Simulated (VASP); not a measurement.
# Si (Fd-3m) in VASP: vibrations by perturbation theory with LDA

Aim: the vibrations by perturbation theory of Si with LDA.

Everything below comes from runs of VASP 6.6.1. Logs are shortened: lines on timing, memory, paths and dates and some standing lists are left out, and cuts for length are marked.

### Step 1. The cell of the first run

The structure is cubic, space group Fd-3m (No. 227). The conventional cell has a = 5.402 Å, b = 5.402 Å, c = 5.402 Å, α = 90.00°, β = 90.00°, γ = 90.00°. Within 3.1 Å of Si (site symmetry -43m) lie 4 Si at 2.34 Å.

### Step 2. Vibrations by perturbation theory, LDA

Input file INCAR:

```
SYSTEM = Si
PREC     = Accurate       ! precision mode
ENCUT    = 520            ! plane-wave cutoff, eV
EDIFF    = 1E-8           ! SCF threshold, eV
ISMEAR   = 0              ! smearing method
SIGMA    = 0.01           ! smearing width, eV
LREAL    = .FALSE.        ! projectors in reciprocal space
LASPH    = .TRUE.         ! aspherical terms in the spheres
NELM     = 80             ! most SCF steps
ALGO     = Normal         ! electronic algorithm
ISIF     = 2              ! what is computed and relaxed
LWAVE    = .FALSE.        ! write WAVECAR
LCHARG   = .FALSE.        ! write CHGCAR
IBRION   = 8              ! ionic algorithm
NSW      = 1              ! ionic steps
```

Input file KPOINTS:

```
regular mesh
0
G
  12 12 12
  0 0 0
```

Input file POSCAR:

```
Si
1.0
    0.0000000000      2.7008305081      2.7008305081
    2.7008305081      0.0000000000      2.7008305081
    2.7008305081      2.7008305081      0.0000000000
Si
2
Direct
    0.5000000000      0.5000000000      0.5000000000
    0.7500000000      0.7500000000      0.7500000000
```

Potentials or basis: VASP PAW LDA potentials, release 64 (Si).

Started as:

```
cat potpaw_LDA.64/Si/POTCAR > POTCAR
mpirun -np 1 vasp_std > vasp.out
```

OUTCAR:

```text
SYSTEM = Si
   PREC = Accurate
   ENCUT = 520
   EDIFF = 1E-8
   ISMEAR = 0
   LREAL = .FALSE.
   LASPH = .TRUE.
   NELM = 80
   ISIF = 2
   IBRION = 8
   NSW = 1

 ion  position               nearest neighbor table
   1  0.500  0.500  0.500-   2 2.34   2 2.34   2 2.34   2 2.34
   2  0.750  0.750  0.750-   1 2.34   1 2.34   1 2.34   1 2.34

  LATTYP: Found a face centered cubic cell.
 ALAT       =     5.4016610162

  Lattice vectors:

 A1 = (   0.0000000000,   2.7008305081,   2.7008305081)
 A2 = (   2.7008305081,   0.0000000000,   2.7008305081)
 A3 = (   2.7008305081,   2.7008305081,   0.0000000000)

Analysis of symmetry for initial positions (statically):
=====================================================================
 Subroutine PRICEL returns:
 Original cell was already a primitive cell.

 Routine SETGRP: Setting up the symmetry group for a
 face centered cubic supercell.

 Subroutine GETGRP returns: Found 48 space group operations
 (whereof 24 operations were pure point group operations)
 out of a pool of 48 trial point group operations.

The static configuration has the point symmetry T_d .
 The point group associated with its full space group is O_h .

Analysis of symmetry for dynamics (positions and initial velocities):
=====================================================================
 Subroutine PRICEL returns:
 Original cell was already a primitive cell.

 Routine SETGRP: Setting up the symmetry group for a
 face centered cubic supercell.

 Subroutine GETGRP returns: Found 48 space group operations
 (whereof 24 operations were pure point group operations)
 out of a pool of 48 trial point group operations.

The dynamic configuration has the point symmetry T_d .
 The point group associated with its full space group is O_h .

 Subroutine INISYM returns: Found 48 space group operations
 (whereof 24 operations are pure point group operations),
 and found     1 'primitive' translations

----------------------------------------------------------------------------------------

                                     Primitive cell

  volume of cell :      39.4023

  direct lattice vectors                    reciprocal lattice vectors
     0.000000000  2.700830508  2.700830508    -0.185128241  0.185128241  0.185128241
     2.700830508  0.000000000  2.700830508     0.185128241 -0.185128241  0.185128241
     2.700830508  2.700830508  0.000000000     0.185128241  0.185128241 -0.185128241

  length of vectors
     3.819551134  3.819551134  3.819551134     0.320651519  0.320651519  0.320651519

  position of ions in fractional coordinates (direct lattice)
     0.500000000  0.500000000  0.500000000
     0.750000000  0.750000000  0.750000000

  ion indices of the primitive-cell ions
   primitive index   ion index
                 1           1
                 2           2

----------------------------------------------------------------------------------------

 KPOINTS: regular mesh

Automatic generation of k-mesh.
 Grid dimensions read from file:
 generate k-points for:   12   12   12

 Generating k-lattice:

  Cartesian coordinates                     Fractional coordinates (reciprocal lattice)
    -0.015427353  0.015427353  0.015427353     0.083333333  0.000000000  0.000000000
     0.015427353 -0.015427353  0.015427353     0.000000000  0.083333333  0.000000000
     0.015427353  0.015427353 -0.015427353     0.000000000  0.000000000  0.083333333

  Length of vectors
     0.026720960  0.026720960  0.026720960

  Shift w.r.t. Gamma in fractional coordinates (k-lattice)
     0.000000000  0.000000000  0.000000000

 Subroutine IBZKPT returns following result:
 ===========================================

 Found     72 irreducible k-points:

 Following reciprocal coordinates:
            Coordinates               Weight
  0.000000  0.000000  0.000000      1.000000
  0.083333  0.000000  0.000000      8.000000
  0.166667  0.000000  0.000000      8.000000
  0.250000  0.000000  0.000000      8.000000
  0.333333  0.000000  0.000000      8.000000
  0.416667  0.000000  0.000000      8.000000
[... 16 lines left out ...]
  0.500000  0.166667  0.000000     24.000000
 -0.416667  0.166667  0.000000     24.000000
 [... further k-points ...]
   k-points           NKPTS =     72   k-points in BZ     NKDIM =     72   number of bands    NBANDS=      8
   number of dos      NEDOS =    301   number of ions     NIONS =      2
   total plane-waves  NPLWV =  21952
   dimension x,y,z NGX =    28 NGY =   28 NGZ =   28
   dimension x,y,z NGXF=    56 NGYF=   56 NGZF=   56
   ions per type =               2
   NGX,Y,Z   is equivalent  to a cutoff of  12.19, 12.19, 12.19 a.u.
   NGXF,Y,Z  is equivalent  to a cutoff of  24.37, 24.37, 24.37 a.u.
 SYSTEM =  Si
   PREC   = accura    normal or accurate (medium, high low for compatibility)
   ISTART =      0    job   : 0-new  1-cont  2-samecut
   ICHARG =      2    charge: 1-file 2-atom 10-const
   ISPIN  =      1    spin polarized calculation?
   LNONCOLLINEAR =      F non collinear calculations
   LSORBIT =      F    spin-orbit coupling
   LASPH  =      T    aspherical Exc in radial PAW
   ENCUT  =  520.0 eV  38.22 Ry    6.18 a.u.   7.10  7.10  7.10*2*pi/ulx,y,z
   NELM   =     80;   NELMIN=  2; NELMDL= -5     # of ELM steps
   EDIFF  = 0.1E-07   stopping-criterion for ELM
   LREAL  =      F    real-space projection
   EDIFFG = 0.1E-06   stopping-criterion for IOM
   NSW    =      1    number of steps for IOM
   IBRION =      8    ionic relax: 0-MD 1-quasi-New 2-CG
   NFREE  =      0    steps in history (QN), initial steepest desc. (CG)
   ISIF   =      2    stress and relaxation
   ISYM   =      2    0-nonsym 1-usesym 2-fastsym
   POTIM  = 0.5000    time-step for ionic-motion
   TEBEG  =    0.0;   TEEND  =   0.0 temperature during run
   PSTRESS=    0.0 pullay stress
   NELECT =       8.0000    total number of electrons
   NUPDOWN=      -1.0000    fix difference up-down
   EMIN   =  10.00;   EMAX   =-10.00  energy-range for DOS
   EFERMI =   0.00;   METHOD = LEGACY
   ISMEAR =     0;   SIGMA  =   0.01  broadening in eV -4-tet -1-fermi 0-gaus
   EFERMI_NEDOS =   21; number of points for ismear=-14 and -15
   IALGO  =     38    algorithm
   IMIX   =      4    mixing-type and parameters
     AMIX     =   0.40;   BMIX     =  1.00
     AMIX_MAG =   1.60;   BMIX_MAG =  1.00
  volume/ion in A,a.u.               =      19.70       132.95
  Fermi-wavevector in a.u.,A,eV,Ry     =   0.962197  1.818289 12.596597  0.925824
  Thomas-Fermi vector in A             =   2.091635
   LORBIT       =      0    0 simple, 1 ext, 2 COOP (PROOUT), +10 PAW based schemes
   GGA     = CA    functional components
   LHFCALC =     F    Hartree Fock is set to
   AEXX    =    0.0000 exact exchange contribution
   IVDW    =     0    specifies the selected vdW correction
   LEPSILON=     F    determine dielectric tensor
   LRPA    =     F    only Hartree local field effects (RPA)
 non-spin polarized calculation
 Gauss-broadening in eV      SIGMA  =   0.01
  energy-cutoff  :      520.00
  volume of cell :       39.40
 maximum number of plane-waves:      1074
   NGX = 15   NGY = 15   NGZ = 15

--------------------------------------- Ionic step        1  -------------------------------------------

 number of electron       8.0000001 magnetization

 Free energy of the ion-electron system (eV)
  ---------------------------------------------------
  ext. energy  EPLUGINS =         0.00000000
  ---------------------------------------------------
  free energy    TOTEN  =       -11.91974235 eV

  energy without entropy =      -11.91974235  energy(sigma->0) =      -11.91974235

 E-fermi :   6.0214     XC(G=0):  -9.6663

 val. band max:        5.9347572341   @ k =   0.0000   0.0000   0.0000
 cond. band min:       6.3765742880   @ k =   0.4167   0.4167   0.0000
 fundamental gap:      0.4418170540
 Fermi energy:         6.0213908301

 k-point     1 :       0.0000    0.0000    0.0000
  band No.  band energies     occupation
      1      -6.1328      2.00000
      2       5.9348      2.00000
      3       5.9348      2.00000
      4       5.9348      2.00000
      5       8.4658      0.00000
      6       8.4658      0.00000
      7       8.4658      0.00000
      8       9.3289      0.00000
[... 243 lines left out ...]
 k-point    24 :      -0.4167    0.1667    0.0000
  band No.  band energies     occupation
      1      -3.4779      2.00000
      2      -0.9105      2.00000
      3       2.8891      2.00000
      4       4.3219      2.00000
      5       8.0433      0.00000
      6       9.9541      0.00000
      7      10.2921      0.00000
      8      13.8690      0.00000

 [... further k-points ...]
[... 5 lines left out ...]
  --------------------------------------------------------------------------------------
  -------------------------------------------------------------------------------------
  Total        0.0153156      0.0153156      0.0153156      0.0000000      0.0000000     -0.0000000
  in kB        0.6227621      0.6227621      0.6227621      0.0000000      0.0000000     -0.0000000
  external PRESSURE =       0.6227621 kB  Pullay stress =       0.0000000 kB

 VOLUME and BASIS-vectors are now :
 -----------------------------------------------------------------------------
  energy-cutoff  :      520.00
  volume of cell :       39.40
      direct lattice vectors                 reciprocal lattice vectors
     0.000000000  2.700830508  2.700830508    -0.185128241  0.185128241  0.185128241
     2.700830508  0.000000000  2.700830508     0.185128241 -0.185128241  0.185128241
     2.700830508  2.700830508  0.000000000     0.185128241  0.185128241 -0.185128241

 POSITION                                       TOTAL-FORCE (eV/Angst)
 -----------------------------------------------------------------------------------
      2.70083      2.70083      2.70083        -0.000000     -0.000000     -0.000000
      4.05125      4.05125      4.05125         0.000000      0.000000      0.000000
 -----------------------------------------------------------------------------------
    total drift:                                0.000000      0.000000     -0.000000

  FREE ENERGIE OF THE ION-ELECTRON SYSTEM (eV)
  ---------------------------------------------------
  free  energy   TOTEN  =       -11.9197423495 eV

  energy  without entropy=      -11.9197423495  energy(sigma->0) =      -11.91974235

[... ionic steps 2 to 3 ...]

--------------------------------------- Ionic step        4  -------------------------------------------

 Free energy of the ion-electron system (eV)
  ---------------------------------------------------
  ---------------------------------------------------
  free energy    TOTEN  =        -0.01772642 eV

  energy without entropy =       -0.01772642

------------------------ aborting loop because EDIFF is reached ----------------------------------------

 INTERNAL STRAIN TENSOR  FOR ION    1  DIRECTION 1   (eV/Angst):
 -----------------------------------------------------------------------------
    -0.00670  0.00000  0.00000
     0.00000  0.00407  9.66911
     0.00000  9.66911  0.00407

 INTERNAL STRAIN TENSOR FOR ION    2 for displacements in x,y,z  (eV/Angst):
          X           Y           Z          XY          YZ          ZX
  --------------------------------------------------------------------------------
  x     0.00000     0.00000     0.00000     0.00000    -9.66911     0.00000
  y     0.00000     0.00000     0.00000     0.00000     0.00000    -9.66911
  z     0.00000     0.00000     0.00000    -9.66911     0.00000     0.00000

 SECOND DERIVATIVES (NOT SYMMETRIZED)
 ------------------------------------
               1X          1Y          1Z          2X          2Y          2Z
  1X   -13.598151    0.000000    0.000000   13.598151    0.000000    0.000000
  1Y     0.000000  -13.598151    0.000000    0.000000   13.598151    0.000000
  1Z     0.000000    0.000000  -13.598151    0.000000    0.000000   13.598151
  2X    13.598151    0.000000    0.000000  -13.598151    0.000000    0.000000
  2Y     0.000000   13.598151    0.000000    0.000000  -13.598151    0.000000
  2Z     0.000000    0.000000   13.598151    0.000000    0.000000  -13.598151

 Eigenvectors and eigenvalues of the dynamical matrix
 ----------------------------------------------------

   1 f  =   15.383970 THz    96.660337 2PiTHz  513.154019 cm-1    63.622961 meV
             X         Y         Z           dx          dy          dz
      2.700831  2.700831  2.700831     0.000000   -0.707107    0.000000
      4.051246  4.051246  4.051246     0.000000    0.707107    0.000000
[... 21 lines left out ...]
   6 f  =    0.000000 THz     0.000000 2PiTHz    0.000000 cm-1     0.000000 meV
             X         Y         Z           dx          dy          dz
      2.700831  2.700831  2.700831     0.000000    0.000000    0.707107
      4.051246  4.051246  4.051246     0.000000    0.000000    0.707107

--------------------------------------------------------------------------------------------------------

 ELASTIC MODULI CONTR FROM IONIC RELAXATION (kBar)
 Direction    XX          YY          ZZ          XY          YZ          ZX
 --------------------------------------------------------------------------------
 XX          -0.0000     -0.0000     -0.0000      0.0000      0.0000      0.0000
 YY          -0.0000     -0.0000     -0.0000      0.0000      0.0000      0.0000
 ZZ          -0.0000     -0.0000     -0.0000      0.0000      0.0000      0.0000
 XY           0.0000      0.0000      0.0000   -279.5642      0.0000      0.0000
 YZ           0.0000      0.0000      0.0000      0.0000   -279.5642      0.0000
 ZX           0.0000      0.0000      0.0000      0.0000      0.0000   -279.5642
 --------------------------------------------------------------------------------
```

Wall time 96 s (1 thread of AMD EPYC 7R43 (Zen 3), shared host); peak memory 0.25 GiB.

Results:

```yaml
Highest_phonon_frequency_at_Γ: 513 cm⁻¹
```

Phonon frequencies in cm⁻¹ (negative: imaginary):
```tsv
q point	frequencies
(0.000, 0.000, 0.000)	0 0 0 513 513 513
```
